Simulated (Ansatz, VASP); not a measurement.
# BAs: VASP beside Ansatz

```xyz
2
Lattice="0.0000 2.3662 2.3662 2.3662 0.0000 2.3662 2.3662 2.3662 0.0000" Properties=species:S:1:pos:R:3 pbc="T T T"
B     0.0000    0.0000    0.0000
As    1.1831    1.1831    1.1831
```

Alike in both runs: functional LDA; k mesh 6 × 6 × 6; no spin polarisation.

Ansatz relaxed the structure, and its values are those at the end. VASP's run is a single point on that final structure, the one shown.

|  | VASP | Ansatz |
| --- | --- | --- |
| version | VASP 6.6.1 | Ansatz 0.2.0 |
| potentials or method | VASP PAW LDA potentials, release 64 (B, As_d) | plane waves, PAW |
| plane-wave cutoff (eV) | 560 | 420 |
| occupations | gaussian, width 0.01 eV | fixed |
| valence electrons in the cell | 18 | 18 |

```tsv
	VASP	Ansatz	Ansatz less VASP
pressure (GPa)	1.1	0.0	-1.07
```

LDA's correlation is that of Perdew and Zunger in VASP and of Perdew and Wang (1992) in Ansatz.
